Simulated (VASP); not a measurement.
Wanted: the native input for a VASP 6.6.1 run.

```
Task                   : relaxation of cell and atoms
Functional             : PBE
Potentials or basis    : VASP PAW PBE potentials, release 64 (Y_sv, Ta_pv, N)
Cutoff                 : 600 eV
k mesh                 : 6 × 6 × 4
Occupations            : gaussian, width 0.1 eV
Spin                   : no spin polarisation
Dipole correction      : no
Further INCAR settings : ALGO = Normal; EDIFF = 1e-07; IBRION = 2; EDIFFG = -0.04; NSW = 90; ISIF = 3
```

The structure of Y2TaN3 lies in POSCAR:

```
Y2TaN3
1.0
    5.3975445600      0.0000000000      0.0000000000
   -2.6987722800      4.6744107000      0.0000000000
    0.0000000000      0.0000000000      3.8152567800
Y Ta N
2 1 3
Direct
    0.3333333300      0.6666666700      0.0000000000
    0.6666666700      0.3333333300      0.0000000000
    0.0000000000      0.0000000000      0.0000000000
    0.5000000000      0.0000000000      0.5000000000
    0.5000000000      0.5000000000      0.5000000000
    0.0000000000      0.5000000000      0.5000000000
```

The cell was generated, and may not be a known phase.

One way to write it, as run:

INCAR

```
SYSTEM = Y2TaN3
PREC = Accurate
ENCUT = 600
EDIFF = 1E-7
ISMEAR = 0
SIGMA = 0.1
LREAL = .FALSE.
LASPH = .TRUE.
NELM = 80
ALGO = Normal
ISIF = 3
LWAVE = .FALSE.
LCHARG = .FALSE.
GGA = PE
IBRION = 2
NSW = 90
EDIFFG = -0.04
```

KPOINTS

```
regular mesh
0
G
  6 6 4
  0 0 0
```

Potentials or basis: VASP PAW PBE potentials, release 64 (Y_sv, Ta_pv, N).

Command:

```sh
$ cat potpaw_PBE.64/Y_sv/POTCAR potpaw_PBE.64/Ta_pv/POTCAR potpaw_PBE.64/N/POTCAR > POTCAR
$ mpirun -np 1 vasp_std > vasp.out
```

It gave:

```yaml
Relaxed_volume: 16.14 Å³/atom
Relaxed_cell: a = 5.977 Å, b = 5.977 Å, c = 3.131 Å, α = 90.00°, β = 90.00°, γ = 120.00°
Space_group_after_relaxing_to_0.1_Å: P6/mmm (No. 191)
Energy_gained_by_relaxing: 562.3 meV/atom
Ionic_steps: 7
Pressure_after_relaxing: 0.1 GPa
Band_gap_on_the_k_mesh: zero (bands 24 and 25 overlap by 0.58 eV)
```

Caveat: the k points lie up to 0.50 Å⁻¹ apart in the final cell, too coarse for converged energies and pressures of a metal; a cell axis changed by over 15 % at a fixed basis, so the end point is rough; spin-orbit coupling is left out, which moves the levels of the heavy elements.

Run time: 5.5 min on 1 thread of Intel(R) Xeon(R) 6975P-C (Granite Rapids) (shared host), peak memory 0.34 GiB.
